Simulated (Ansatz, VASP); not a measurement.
**KI in VASP and in Ansatz**

File INCAR:

```
SYSTEM = KI
PREC = Accurate ; ENCUT = 520
EDIFF = 1E-7 ; ISMEAR = 0
SIGMA = 0.05 ; LREAL = .FALSE.
LASPH = .TRUE. ; NELM = 80
ALGO = Normal ; ISIF = 2
LWAVE = .FALSE. ; LCHARG = .FALSE.
GGA = CA ; NBANDS = 15
```

File KPOINTS:

```
regular mesh
0
G
  6 6 6
  0 0 0
```

POSCAR

```
KI
1.0
    0.0000000000      3.2744937442      3.4109309835
    3.2744937442      0.0000000000      3.4109309835
    3.2744937442      3.2744937442      0.0000000000
K I
1 1
Direct
   -0.0434485484     -0.0434485484      0.0434485484
    0.5133861666      0.5133861666      0.4866138334
```

Input for Ansatz:

```yaml
crystal:
  lattice:
    - [0.0, 3.2744937442, 3.4109309835]
    - [3.2744937442, 0.0, 3.4109309835]
    - [3.2744937442, 3.2744937442, 0.0]
  atoms:
    - { symbol: K, position: [-0.0434485484, -0.0434485484, 0.0434485484] }
    - { symbol: I, position: [0.5133861666, 0.5133861666, 0.4866138334] }
basis:
  ecutwfc: 420
kpoints:
  mp_grid: { grid: [6, 6, 6] }
hamiltonian:
  xc: lda
  pseudopotentials: { kind: paw }
scf:
  occupations: { method: gaussian, width: 0.05 }
output:
  forces: true
  stress: true
  eigenvalues: true
  write_density: true
  write_potential: true
  elf: true
  volumetric_format: npy
```

Change from the starting cell: mode 6 frozen in at -0.296 Å, equal normal strain along x and y -0.0400.

Alike in both runs: task single point; functional LDA; k mesh 6 × 6 × 6; occupations gaussian, width 0.05 eV; no spin polarisation.

```csv
,VASP,Ansatz
version,VASP 6.6.1,Ansatz 0.2.0
potentials or method,"VASP PAW LDA potentials, release 64 (K_sv, I), cutoff 520 eV","scalar-relativistic, plane waves, PAW"
valence electrons in the cell,16,26
```

Ansatz gave:

| Item | Value |
| --- | --- |
| gap on the k mesh at the Fermi level (eV) | 4.13 |
| least direct gap on the mesh (eV) | 4.13 |
| pressure (GPa) | 2.5 |
| traceless stress, the component that is largest in VASP (GPa) | 1.33 |
| rms of the force components (eV/Å) | 0.427 |

Estimate VASP's values.

gap on the k mesh at the Fermi level (eV): 4.13; least direct gap on the mesh (eV): 4.13; pressure (GPa): 2.7; traceless stress, the component that is largest in VASP (GPa): 1.35; rms of the force components (eV/Å): 0.434.

LDA's correlation is that of Perdew and Zunger in VASP and of Perdew and Wang (1992) in Ansatz. Atom by atom the forces differ by 0.008 eV/Å (rms over components). VASP's potentials hold 16 valence electrons a cell and Ansatz's 26, so a difference there can come from the potentials and not from the codes.

Neither program's run includes spin-orbit coupling.
